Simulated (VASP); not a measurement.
Write the native input for VASP 6.6.1 that does the following.

* Task: single point
* Functional: r2SCAN
* Potentials or basis: VASP PAW PBE potentials, release 64 (Sn_d, S)
* Cutoff: 550 eV
* k mesh: 2 × 6 × 6
* Occupations: gaussian, width 0.01 eV
* Spin: no spin polarisation
* Dipole correction: no
* Further INCAR settings: ALGO = Normal; EDIFF = 1e-06; NBANDS = 50

The system is SnS.

```
Sn S
1.0
    11.21849    0.00000    0.00000
     0.00000    3.96175    0.00000
     0.00000    0.00000    4.43348
Sn S
4 4
Direct
  0.11918 0.25000 0.12581
  0.38082 0.75000 0.62581
  0.61918 0.25000 0.37419
  0.88082 0.75000 0.87419
  0.84950 0.25000 0.48710
  0.65050 0.75000 0.98710
  0.34950 0.25000 0.01290
  0.15050 0.75000 0.51290
```

One way to write it, as run:

POSCAR

```
SnS
1.0
   11.2184901745      0.0000000000      0.0000000000
    0.0000000000      3.9617506867      0.0000000000
    0.0000000000      0.0000000000      4.4334766993
Sn S
4 4
Direct
    0.1191823307      0.2500000000      0.1258110872
    0.3808176693      0.7500000000      0.6258110872
    0.6191823307      0.2500000000      0.3741889128
    0.8808176693      0.7500000000      0.8741889128
    0.8494992912      0.2500000000      0.4871020010
    0.6505007088      0.7500000000      0.9871020010
    0.3494992912      0.2500000000      0.0128979990
    0.1505007088      0.7500000000      0.5128979990
```

INCAR.step1

```
PREC = Accurate
ENCUT = 550
ISMEAR = 0
SIGMA = 0.01
LREAL = False
LASPH = True
NELM = 120
NBANDS = 50
GGA = PE
ALGO = Normal
EDIFF = 1E-5
LWAVE = True
LCHARG = False
GGA_COMPAT = False
```

INCAR.step2

```
PREC = Accurate
ENCUT = 550
EDIFF = 1E-6
ISMEAR = 0
SIGMA = 0.01
LREAL = False
LASPH = True
NELM = 120
ALGO = Normal
ISIF = 2
LWAVE = False
LCHARG = False
METAGGA = R2SCAN
LMIXTAU = True
NBANDS = 50
ISTART = 1
GGA_COMPAT = False
```

KPOINTS

```
regular mesh
0
Gamma
  2 6 6
```

Potentials or basis: VASP PAW PBE potentials, release 64 (Sn_d, S).

The run is started by

```sh
$ cat potpaw_PBE.64/Sn_d/POTCAR potpaw_PBE.64/S/POTCAR > POTCAR
$ cp INCAR.step1 INCAR
$ mpirun -np 1 vasp_std > vasp.out
$ cp INCAR.step2 INCAR
$ mpirun -np 1 vasp_std > vasp.out
```

Results of the run:

```json
{
 "Pressure": "0.9 GPa",
 "Largest force": "0.012 eV/Å",
 "Band gap on the k mesh": "1.09 eV (least direct gap 1.38 eV)"
}
```

Caveat: the PAW data sets were made with another functional, which shifts forces and pressure a little; spin-orbit coupling is left out, which moves the levels of the heavy elements.

Run time: 40 min on 1 thread of Oxide Virtual Turin-like Processor (shared host), peak memory 0.45 GiB.
